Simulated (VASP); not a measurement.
Wanted: the native input for a VASP 6.6.1 run.

```yaml
Task: single point
Functional: PBE
Potentials_or_basis: VASP PAW PBE potentials, release 64 (Bi_d, Ta_pv, Re)
Cutoff: 520 eV
k_mesh: 5 × 5 × 5
Occupations: fermi-dirac, width 0.0654 eV
Spin: no spin polarisation
Dipole_correction: no
Further_INCAR_settings: ALGO = Normal; EDIFF = 1e-07; NBANDS = 38; ISYM = 0
```

The structure of Ta2ReBi2 lies in POSCAR:

```
Ta2ReBi2
1.0
    3.8499430000      0.0000000000      0.0000000000
   -1.9249710000      3.3341540000      0.0000000000
   -1.9249710000      1.1113850000      8.9390190000
Bi Ta Re
2 2 1
Direct
    0.3980600000      0.6019400000      0.1941800000
    0.6019400000      0.3980600000      0.8058200000
    0.2116000000      0.7884000000      0.6348000000
    0.7884000000      0.2116000000      0.3652000000
    0.0000000000      0.0000000000      0.0000000000
```

The input as run:

INCAR

```
ALGO = Normal ; EDIFF = 1E-7
ENCUT = 520 ; GGA = PE
ISIF = 2 ; ISMEAR = -1
ISYM = 0 ; LASPH = T
LCHARG = F ; LREAL = F
LWAVE = F ; NBANDS = 38
NELM = 100 ; PREC = Accurate
SIGMA = 0.0654
```

KPOINTS

```
k-points
0
Gamma
  5 5 5
```

Potentials or basis: VASP PAW PBE potentials, release 64 (Bi_d, Ta_pv, Re).

The run is started by

```sh
$ cat potpaw_PBE.64/Bi_d/POTCAR potpaw_PBE.64/Ta_pv/POTCAR potpaw_PBE.64/Re/POTCAR > POTCAR
$ mpirun -np 1 vasp_std > vasp.out
```

It gave:

```json
{"Pressure": "3.9 GPa", "Largest force": "5.311 eV/Å", "Band gap on the k mesh": "zero (an odd number of electrons rules out a gap without spin polarisation)"}
```

Caveat: the k points lie up to 0.38 Å⁻¹ apart, too coarse for converged energies and pressures of a metal; spin-orbit coupling is left out, which moves the levels of the heavy elements; forces of over 1 eV/Å act on the atoms, so gaps and moduli don't describe the material at rest.

Run time: 5 min on 1 thread of Intel(R) Xeon(R) Platinum 8488C (Sapphire Rapids), on a shared host, peak memory 0.42 GiB.
